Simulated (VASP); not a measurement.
# CoO (P-6m2) in VASP: further runs

The runs below take CoO through single point, with PBE.

All numbers are computed with VASP 6.6.1; they aren't measurements. Logs are shortened: lines on timing, memory, paths and dates and some standing lists are left out, and cuts for length are marked.

## 1. The cell of the first run

The structure is hexagonal, space group P-6m2 (No. 187). Conventional cell: a = 2.875 Å, b = 2.875 Å, c = 2.806 Å, α = 90.00°, β = 90.00°, γ = 120.00°. Co (site symmetry -6m2) has 6 O at 2.17 Å and 8 Co at 2.81 to 2.88 Å within 2.9 Å. O (site symmetry -6m2) has 6 Co at 2.17 Å and 8 O at 2.81 to 2.88 Å within 2.9 Å.

## 2. Single point, PBE, collinear spin, ferromagnetic start

INCAR reads:

```
SYSTEM = CoO
ALGO = Normal ; EDIFF = 1E-7
ENCUT = 520 ; GGA = PE
ISIF = 2 ; ISMEAR = -1
ISPIN = 2 ; LASPH = .TRUE.
LCHARG = .FALSE. ; LMAXMIX = 4
LORBIT = 11 ; LREAL = .FALSE.
LWAVE = .FALSE. ; MAGMOM = 2 0
NBANDS = 18 ; NELM = 150
PREC = Accurate ; SIGMA = 0.05
```

KPOINTS reads:

```
k-points
0
G
  11 11 10
  0 0 0
```

POSCAR reads:

```
CoO
1.0
    2.8752156702      0.0000000000      0.0000000000
   -1.4376078301      2.4900098078      0.0000000000
    0.0000000000      0.0000000000      2.8060680384
Co O
1 1
Direct
    0.0000000000      0.0000000000      0.0000000000
    0.6666666667      0.3333333333      0.5000000000
```

Potentials or basis: VASP PAW PBE potentials, release 64 (Co, O).

Started as:

```bash
$ cat potpaw_PBE.64/Co/POTCAR potpaw_PBE.64/O/POTCAR > POTCAR
$ mpirun -np 1 vasp_std > vasp.out
```

OUTCAR:

```text
SYSTEM = CoO
   EDIFF = 1E-7
   ENCUT = 520
   GGA = PE
   ISIF = 2
   ISMEAR = -1
   ISPIN = 2
   LASPH = .TRUE.
   LORBIT = 11
   LREAL = .FALSE.
   NELM = 150
   PREC = Accurate

 ion  position               nearest neighbor table
   1  0.000  0.000  0.000-   2 2.17   2 2.17   2 2.17   2 2.17   2 2.17   2 2.17
   2  0.667  0.333  0.500-   1 2.17   1 2.17   1 2.17   1 2.17   1 2.17   1 2.17

  LATTYP: Found a hexagonal cell.
 ALAT       =     2.8752156702
 C/A-ratio  =     0.9759504539

  Lattice vectors:

 A1 = (   2.8752156702,   0.0000000000,   0.0000000000)
 A2 = (  -1.4376078301,   2.4900098078,   0.0000000000)
 A3 = (   0.0000000000,   0.0000000000,   2.8060680384)

Analysis of symmetry for initial positions (statically):
=====================================================================
 Subroutine PRICEL returns:
 Original cell was already a primitive cell.

 Routine SETGRP: Setting up the symmetry group for a
 hexagonal supercell.

 Subroutine GETGRP returns: Found 12 space group operations
 (whereof 12 operations were pure point group operations)
 out of a pool of 24 trial point group operations.

The static configuration has the point symmetry D_3h.

Analysis of symmetry for dynamics (positions and initial velocities):
=====================================================================
 Subroutine PRICEL returns:
 Original cell was already a primitive cell.

 Routine SETGRP: Setting up the symmetry group for a
 hexagonal supercell.

 Subroutine GETGRP returns: Found 12 space group operations
 (whereof 12 operations were pure point group operations)
 out of a pool of 24 trial point group operations.

The dynamic configuration has the point symmetry D_3h.

Analysis of structural, dynamic, and magnetic symmetry:
=====================================================================
 Subroutine PRICEL returns:
 Original cell was already a primitive cell.

 Routine SETGRP: Setting up the symmetry group for a
 hexagonal supercell.

 Subroutine GETGRP returns: Found 12 space group operations
 (whereof 12 operations were pure point group operations)
 out of a pool of 24 trial point group operations.

The overall configuration has the point symmetry D_3h.

 Subroutine INISYM returns: Found 12 space group operations
 (whereof 12 operations are pure point group operations),
 and found     1 'primitive' translations

----------------------------------------------------------------------------------------

                                     Primitive cell

  volume of cell :      20.0895

  direct lattice vectors                    reciprocal lattice vectors
     2.875215670  0.000000000  0.000000000     0.347799996  0.200802421  0.000000000
    -1.437607830  2.490009808  0.000000000     0.000000000  0.401604844  0.000000000
     0.000000000  0.000000000  2.806068038     0.000000000  0.000000000  0.356370546

  length of vectors
     2.875215670  2.875215664  2.806068038     0.401604843  0.401604844  0.356370546

  position of ions in fractional coordinates (direct lattice)
     0.000000000  0.000000000  0.000000000
     0.666666667  0.333333333  0.500000000

  ion indices of the primitive-cell ions
   primitive index   ion index
                 1           1
                 2           2

----------------------------------------------------------------------------------------

 KPOINTS: k-points

Automatic generation of k-mesh.
 Grid dimensions read from file:
 generate k-points for:   11   11   10

 Generating k-lattice:

  Cartesian coordinates                     Fractional coordinates (reciprocal lattice)
     0.031618181  0.018254766  0.000000000     0.090909091 -0.000000000  0.000000000
     0.000000000  0.036509531  0.000000000     0.000000000  0.090909091  0.000000000
     0.000000000  0.000000000  0.035637055     0.000000000  0.000000000  0.100000000

  Length of vectors
     0.036509531  0.036509531  0.035637055

  Shift w.r.t. Gamma in fractional coordinates (k-lattice)
     0.000000000  0.000000000  0.000000000

 Subroutine IBZKPT returns following result:
 ===========================================

 Found     96 irreducible k-points:

 Following reciprocal coordinates:
            Coordinates               Weight
  0.000000  0.000000  0.000000      1.000000
  0.090909 -0.000000  0.000000      6.000000
  0.181818 -0.000000  0.000000      6.000000
  0.272727  0.000000  0.000000      6.000000
  0.363636  0.000000  0.000000      6.000000
  0.454545 -0.000000  0.000000      6.000000
[... 16 lines left out ...]
  0.090909  0.090909  0.100000     12.000000
  0.181818  0.090909  0.100000     24.000000
 [... further k-points ...]
   k-points           NKPTS =     96   k-points in BZ     NKDIM =     96   number of bands    NBANDS=     18
   number of dos      NEDOS =    301   number of ions     NIONS =      2
   total plane-waves  NPLWV =  13824
   dimension x,y,z NGX =    24 NGY =   24 NGZ =   24
   dimension x,y,z NGXF=    48 NGYF=   48 NGZF=   48
   ions per type =               1   1
   NGX,Y,Z   is equivalent  to a cutoff of  13.88, 13.88, 14.22 a.u.
   NGXF,Y,Z  is equivalent  to a cutoff of  27.75, 27.75, 28.44 a.u.
 SYSTEM =  CoO
   PREC   = accura    normal or accurate (medium, high low for compatibility)
   ISTART =      0    job   : 0-new  1-cont  2-samecut
   ICHARG =      2    charge: 1-file 2-atom 10-const
   ISPIN  =      2    spin polarized calculation?
   LNONCOLLINEAR =      F non collinear calculations
   LSORBIT =      F    spin-orbit coupling
   LASPH  =      T    aspherical Exc in radial PAW
   ENCUT  =  520.0 eV  38.22 Ry    6.18 a.u.   5.35  5.35  5.22*2*pi/ulx,y,z
   NELM   =    150;   NELMIN=  2; NELMDL= -5     # of ELM steps
   EDIFF  = 0.1E-06   stopping-criterion for ELM
   LREAL  =      F    real-space projection
   EDIFFG = 0.1E-05   stopping-criterion for IOM
   NSW    =      0    number of steps for IOM
   IBRION =     -1    ionic relax: 0-MD 1-quasi-New 2-CG
   NFREE  =      0    steps in history (QN), initial steepest desc. (CG)
   ISIF   =      2    stress and relaxation
   ISYM   =      2    0-nonsym 1-usesym 2-fastsym
   POTIM  = 0.5000    time-step for ionic-motion
   TEBEG  =    0.0;   TEEND  =   0.0 temperature during run
   PSTRESS=    0.0 pullay stress
   NELECT =      15.0000    total number of electrons
   NUPDOWN=      -1.0000    fix difference up-down
   EMIN   =  10.00;   EMAX   =-10.00  energy-range for DOS
   EFERMI =   0.00;   METHOD = LEGACY
   ISMEAR =    -1;   SIGMA  =   0.05  broadening in eV -4-tet -1-fermi 0-gaus
   EFERMI_NEDOS =   21; number of points for ismear=-14 and -15
   IALGO  =     38    algorithm
   IMIX   =      4    mixing-type and parameters
     AMIX     =   0.40;   BMIX     =  1.00
     AMIX_MAG =   1.60;   BMIX_MAG =  1.00
  volume/ion in A,a.u.               =      10.04        67.79
  Fermi-wavevector in a.u.,A,eV,Ry     =   1.485190  2.806602 30.011587  2.205789
  Thomas-Fermi vector in A             =   2.598633
   LORBIT       =     11    0 simple, 1 ext, 2 COOP (PROOUT), +10 PAW based schemes
   GGA     = PE    functional components
   LHFCALC =     F    Hartree Fock is set to
   AEXX    =    0.0000 exact exchange contribution
   IVDW    =     0    specifies the selected vdW correction
   LEPSILON=     F    determine dielectric tensor
   LRPA    =     F    only Hartree local field effects (RPA)
 spin polarized calculation
  energy-cutoff  :      520.00
  volume of cell :       20.09
 maximum number of plane-waves:       559
 NGX is ok and might be reduce to    24
   NGX = 11   NGY = 11   NGZ = 11

 number of electron      15.0000001 magnetization       3.0000622

 Free energy of the ion-electron system (eV)
  ---------------------------------------------------
  ext. energy  EPLUGINS =         0.00000000
  ---------------------------------------------------
  free energy    TOTEN  =       -12.89074327 eV

  energy without entropy =      -12.86132416  energy(sigma->0) =      -12.87603372

 E-fermi :   7.3047     XC(G=0): -12.2147

 val. band max:        7.3037280451   @ k =   0.2727   0.0909   0.3000
 cond. band min:       7.3048076524   @ k =   0.3636   0.0000   0.2000
 fundamental gap:      0.0010796073
 Fermi energy:         7.3046612821

 spin component 1

 k-point     1 :       0.0000    0.0000    0.0000
  band No.  band energies     occupation
      1     -12.6059      1.00000
      2       2.7129      1.00000
      3       2.7129      1.00000
      4       3.2393      1.00000
      5       3.8584      1.00000
      6       4.3729      1.00000
[... 10 lines left out ...]
     17      32.6952      0.00000
     18      37.1764      0.00000

 k-point     2 :       0.0909   -0.0000    0.0000
  band No.  band energies     occupation
      1     -12.5294      1.00000
      2       2.4372      1.00000
      3       2.7680      1.00000
      4       3.3053      1.00000
      5       3.4726      1.00000
      6       4.3628      1.00000
[... 10 lines left out ...]
     17      32.6249      0.00000
     18      37.0288      0.00000

 k-point     3 :       0.1818   -0.0000    0.0000
  band No.  band energies     occupation
      1     -12.3167      1.00000
      2       1.7539      1.00000
      3       2.9224      1.00000
      4       2.9929      1.00000
      5       3.4458      1.00000
      6       4.3360      1.00000
[... 412 lines left out ...]
 k-point    23 :       0.0909    0.0909    0.1000
  band No.  band energies     occupation
      1     -12.3160      1.00000
      2       2.0263      1.00000
      3       2.5387      1.00000
      4       2.8710      1.00000
      5       3.6604      1.00000
      6       4.2862      1.00000
[... 10 lines left out ...]
     17      33.1077      0.00000
     18      36.2657      0.00000

 k-point    24 :       0.1818    0.0909    0.1000
  band No.  band energies     occupation
      1     -12.0691      1.00000
      2       1.3460      1.00000
      3       2.3937      1.00000
      4       2.9478      1.00000
      5       3.6612      1.00000
      6       4.2814      1.00000
[... 10 lines left out ...]
     17      34.3698      0.00000
     18      35.9880      0.00000

 [... further k-points ...]

 spin component 2

 k-point     1 :       0.0000    0.0000    0.0000
  band No.  band energies     occupation
      1     -11.9664      1.00000
      2       4.0511      1.00000
      3       4.0511      1.00000
      4       4.5118      1.00000
      5       4.8398      1.00000
      6       7.6533      0.00094
[... 10 lines left out ...]
     17      33.2997      0.00000
     18      37.4710      0.00000

 k-point     2 :       0.0909   -0.0000    0.0000
  band No.  band energies     occupation
      1     -11.8862      1.00000
      2       3.6324      1.00000
      3       4.0809      1.00000
      4       4.4279      1.00000
      5       4.9169      1.00000
      6       7.6397      0.00123
[... 10 lines left out ...]
     17      33.1839      0.00000
     18      37.3521      0.00000

 k-point     3 :       0.1818   -0.0000    0.0000
  band No.  band energies     occupation
      1     -11.6628      1.00000
      2       2.7070      1.00000
      3       4.1580      1.00000
      4       4.2320      1.00000
      5       5.1039      1.00000
      6       7.4201      0.09036
[... 412 lines left out ...]
 k-point    23 :       0.0909    0.0909    0.1000
  band No.  band energies     occupation
      1     -11.6618      1.00000
      2       3.0234      1.00000
      3       3.5687      1.00000
      4       4.1320      1.00000
      5       5.4588      1.00000
      6       7.3132      0.45752
[... 10 lines left out ...]
     17      33.4354      0.00000
     18      36.8381      0.00000

 k-point    24 :       0.1818    0.0909    0.1000
  band No.  band energies     occupation
      1     -11.4014      1.00000
      2       2.1932      1.00000
      3       3.5604      1.00000
      4       4.0958      1.00000
      5       5.4992      1.00000
      6       7.1966      0.89670
[... 10 lines left out ...]
     17      34.7732      0.00000
     18      36.4038      0.00000

 [... further k-points ...]

------------------------ aborting loop because EDIFF is reached ----------------------------------------

  FORCE on cell =-STRESS in cart. coord.  units (eV):
  Direction    XX          YY          ZZ          XY          YZ          ZX
  --------------------------------------------------------------------------------------
  -------------------------------------------------------------------------------------
  Total       -1.1311064     -1.1311064     -1.8396545     -0.0000000     -0.0000000     -0.0000000
  in kB      -90.2078568    -90.2078566   -146.7158952     -0.0000002     -0.0000000     -0.0000000
  external PRESSURE =    -109.0438695 kB  Pullay stress =       0.0000000 kB

 VOLUME and BASIS-vectors are now :
 -----------------------------------------------------------------------------
  energy-cutoff  :      520.00
  volume of cell :       20.09
      direct lattice vectors                 reciprocal lattice vectors
     2.875215670  0.000000000  0.000000000     0.347799996  0.200802421  0.000000000
    -1.437607830  2.490009808  0.000000000     0.000000000  0.401604844  0.000000000
     0.000000000  0.000000000  2.806068038     0.000000000  0.000000000  0.356370546

 POSITION                                       TOTAL-FORCE (eV/Angst)
 -----------------------------------------------------------------------------------
      0.00000      0.00000      0.00000         0.000000     -0.000000      0.000000
      1.43761      0.83000      1.40303        -0.000000      0.000000      0.000000
 -----------------------------------------------------------------------------------
    total drift:                               -0.000000      0.000000      0.000000

  FREE ENERGIE OF THE ION-ELECTRON SYSTEM (eV)
  ---------------------------------------------------
  free  energy   TOTEN  =       -12.8907432682 eV

  energy  without entropy=      -12.8613241628  energy(sigma->0) =      -12.87603372

 total charge

# of ion       s       p       d       tot
------------------------------------------
    1        0.291   0.347   7.104   7.742
    2        1.564   3.370   0.000   4.934
--------------------------------------------------
tot          1.856   3.717   7.104  12.676

 magnetization (x)

# of ion       s       p       d       tot
------------------------------------------
    1        0.006   0.007   2.545   2.558
    2        0.024   0.371   0.000   0.394
--------------------------------------------------
tot          0.030   0.378   2.545   2.953
```

Wall time 59 s (1 thread of AMD EPYC 9R45 (Zen 5), shared host); peak memory 0.16 GiB.

What came out:

- Free energy: -12.8907 eV
- Pressure: -10.9 GPa
- Band gap on the k mesh: zero (filled and empty bands overlap)
- Net moment: 3.00 μB per cell
- Site moments: Co +2.56; O +0.39 μB
- Valence electrons inside the program's atomic spheres: Co 7.74; O 4.93

Caveat: a cell with one magnetic atom can't hold antiferromagnetic order, which such compounds often take; semilocal functionals often make such compounds metallic where correlation or magnetic order opens a gap, which also shifts bond lengths. With open d or f shells a metallic result of PBE can be an artefact of self-interaction; +U or a hybrid may open a gap.

(Continued in part 2 of 2.)
